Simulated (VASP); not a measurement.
# Si4BN3 in VASP: notebook, part 2 of 2

VASP 6.6.1. Earlier steps stand in the parts before.

## (3) Single point, PBE

This run uses another cell than the first one, of 12.16 Å³/atom.

INCAR

```
PREC = Accurate
ENCUT = 520
EDIFF = 1E-6
ISMEAR = 0
SIGMA = 0.2
LREAL = F
LASPH = T
NELM = 60
ALGO = Normal
ISIF = 2
LWAVE = F
LCHARG = F
GGA = PE
NBANDS = 27
```

KPOINTS

```
regular mesh
0
Gamma
  12 12 2
```

POSCAR

```
Si4BN3
1.0
    2.9380366401     -0.0005236029      0.0105129996
   -1.4694442080      2.5472002389     -0.0039611217
    0.0467471968      0.0068034099     13.0002302319
Si B N
4 1 3
Direct
    0.3209901899      0.6614010446      0.6751682678
    0.6787848559      0.3370607504      0.0490971661
    0.3288889937      0.6662807337      0.4920981085
    0.6717111498      0.3354171603      0.2317025236
    1.0020338087      0.0011686479      0.3083811093
    0.6526272032      0.3274478394      0.7171994210
    0.3470632859      0.6708572371      0.0077337415
   -0.0020994872      0.0003665866      0.4276196621
```

Potentials or basis: VASP PAW PBE potentials, release 64 (Si, B, N).

Launch:

```bash
$ cat potpaw_PBE.64/Si/POTCAR potpaw_PBE.64/B/POTCAR potpaw_PBE.64/N/POTCAR > POTCAR
$ mpirun -np 1 vasp_std > vasp.out
```

OUTCAR:

```text
PREC = Accurate
   ENCUT = 520
   EDIFF = 1E-6
   ISMEAR = 0
   LREAL = F
   LASPH = T
   NELM = 60
   ISIF = 2
   GGA = PE

 ion  position               nearest neighbor table
   1  0.321  0.661  0.675-   6 1.78   6 1.78   6 1.78   3 2.38
   2  0.679  0.337  0.049-   7 1.78   7 1.78   7 1.78   4 2.37
   3  0.329  0.666  0.492-   8 1.89   8 1.89   8 1.89   1 2.38
   4  0.672  0.335  0.232-   5 1.97   5 1.97   5 1.97   2 2.37
   5  0.002  0.001  0.308-   8 1.55   4 1.97   4 1.97   4 1.97
   6  0.653  0.327  0.717-   1 1.78   1 1.78   1 1.78
   7  0.347  0.671  0.008-   2 1.78   2 1.78   2 1.78
   8  0.998  0.000  0.428-   5 1.55   3 1.89   3 1.89   3 1.89
[... 937 lines left out ...]
  Total       -0.0144290     -0.0944321     -0.1133923      0.0194908      0.0138872     -0.0057523
  in kB       -0.2376437     -1.5552829     -1.8675535      0.3210103      0.2287197     -0.0947393
  external PRESSURE =      -1.2201600 kB  Pullay stress =       0.0000000 kB

 VOLUME and BASIS-vectors are now :
 -----------------------------------------------------------------------------
  energy-cutoff  :      520.00
  volume of cell :       97.28
      direct lattice vectors                 reciprocal lattice vectors
     2.938036640 -0.000523603  0.010513000     0.340403096  0.196371724 -0.001326814
    -1.469444208  2.547200239 -0.003961122     0.000070709  0.392628374 -0.000205728
     0.046747197  0.006803410 13.000230232    -0.000275255 -0.000039169  0.076922725

 POSITION                                       TOTAL-FORCE (eV/Angst)
 -----------------------------------------------------------------------------------
      0.00275      1.68915      8.77810        -0.000202     -0.005100      0.014741
      1.50130      0.85854      0.64408        -0.000759      0.002199     -0.020350
      0.01023      1.70033      6.39821        -0.002477     -0.000812      0.004956
      1.49147      0.85560      3.01792         0.001625     -0.000448     -0.012632
      0.01867      0.00507      4.00904        -0.000178      0.000991      0.002081
      1.46980      0.83861      9.32932         0.000995      0.007667     -0.023261
      0.03426      1.70868      0.10153        -0.002224     -0.003378      0.030385
      2.95132      0.00332      5.56964         0.003221     -0.001119      0.004081
 -----------------------------------------------------------------------------------
    total drift:                                0.000159      0.000001      0.000080

  FREE ENERGIE OF THE ION-ELECTRON SYSTEM (eV)
  ---------------------------------------------------
  free  energy   TOTEN  =       -55.7212604446 eV

  energy  without entropy=      -55.6937615718  energy(sigma->0) =      -55.70751101
```

OSZICAR:

```text
N       E                     dE             d eps       ncg     rms          rms(c)
DAV:   1     0.119621968655E+03    0.11962E+03   -0.15701E+04  7992   0.112E+03
DAV:   2    -0.512833802522E+02   -0.17091E+03   -0.16189E+03  9982   0.225E+02
DAV:   3    -0.623099708226E+02   -0.11027E+02   -0.10902E+02 10777   0.572E+01
DAV:   4    -0.624933681088E+02   -0.18340E+00   -0.18303E+00 10512   0.810E+00
DAV:   5    -0.624973776944E+02   -0.40096E-02   -0.40075E-02 10580   0.114E+00    0.173E+01
DAV:   6    -0.561891200175E+02    0.63083E+01   -0.27729E+01 10044   0.262E+01    0.889E+00
DAV:   7    -0.559607027433E+02    0.22842E+00   -0.55882E+00 10109   0.116E+01    0.509E+00
DAV:   8    -0.557439127163E+02    0.21679E+00   -0.10652E+00 10544   0.552E+00    0.260E+00
DAV:   9    -0.557195977309E+02    0.24315E-01   -0.20569E-01 10073   0.243E+00    0.944E-01
DAV:  10    -0.557211443161E+02   -0.15466E-02   -0.27867E-02 10607   0.100E+00    0.336E-01
DAV:  11    -0.557209624830E+02    0.18183E-03   -0.28470E-03 10245   0.335E-01    0.213E-01
DAV:  12    -0.557212638989E+02   -0.30142E-03   -0.12106E-03  9328   0.195E-01    0.423E-02
DAV:  13    -0.557212503793E+02    0.13520E-04   -0.16321E-04 10693   0.804E-02    0.176E-02
DAV:  14    -0.557212576434E+02   -0.72641E-05   -0.24458E-05  9262   0.308E-02    0.726E-03
DAV:  15    -0.557212600344E+02   -0.23909E-05   -0.53936E-06 10100   0.138E-02    0.360E-03
DAV:  16    -0.557212604446E+02   -0.41020E-06   -0.53251E-07  6543   0.564E-03
   1 F= -.55721260E+02 E0= -.55707511E+02  d E =-.274989E-01
```

It took 3.1 min on 1 thread of Intel Xeon 6975P-C (Granite Rapids), shared host; peak memory 0.44 GiB.

What came out:

| Item | Value |
| --- | --- |
| Free energy | -55.7213 eV |
| Pressure | -0.1 GPa |
| Largest force | 0.031 eV/Å |
| Band gap on the k mesh | zero (bands 17 and 18 overlap by 2.86 eV) |

Forces on the atoms (eV/Å):
```
Si   0.000 -0.005  0.015
Si  -0.001  0.002 -0.020
Si  -0.002 -0.001  0.005
Si   0.002  0.000 -0.013
B    0.000  0.001  0.002
N    0.001  0.008 -0.023
N   -0.002 -0.003  0.030
N    0.003 -0.001  0.004
```

Stress tensor (GPa, compression positive):
```
-0.02  0.03 -0.01
 0.03 -0.16  0.02
-0.01  0.02 -0.19
```

Levels at points of the mesh, in eV from the Fermi level:
| k point | band 13 | band 14 | band 15 | band 16 | band 17 | band 18 | band 19 | band 20 | band 21 | band 22 |
| --- | --- | --- | --- | --- | --- | --- | --- | --- | --- | --- |
| (0.00, 0.00, 0.00) | -4.72 | -3.79 | -3.22 | 0.93 | 1.92 | 2.21 | 2.23 | 2.87 | 4.71 | 5.37 |
| (0.50, 0.00, 0.00) | -5.65 | -4.75 | -3.84 | -3.12 | -1.01 | -0.38 | 0.33 | 1.33 | 2.15 | 3.18 |
| (0.00, 0.50, 0.00) | -5.65 | -4.75 | -3.85 | -3.14 | -0.99 | -0.35 | 0.35 | 1.35 | 2.17 | 3.20 |
| (0.50, 0.50, 0.00) | -5.65 | -4.75 | -3.83 | -3.13 | -1.01 | -0.37 | 0.34 | 1.34 | 2.16 | 3.18 |
| (0.00, 0.00, 0.50) | -4.72 | -4.19 | -2.82 | 0.71 | 2.12 | 2.21 | 2.23 | 2.82 | 4.71 | 5.38 |
| (0.50, 0.00, 0.50) | -5.59 | -4.83 | -3.84 | -3.09 | -0.93 | -0.38 | 0.24 | 1.35 | 2.13 | 3.18 |
| (0.00, 0.50, 0.50) | -5.60 | -4.83 | -3.87 | -3.10 | -0.91 | -0.35 | 0.25 | 1.37 | 2.14 | 3.20 |
| (0.50, 0.50, 0.50) | -5.60 | -4.83 | -3.85 | -3.09 | -0.94 | -0.37 | 0.24 | 1.36 | 2.13 | 3.18 |
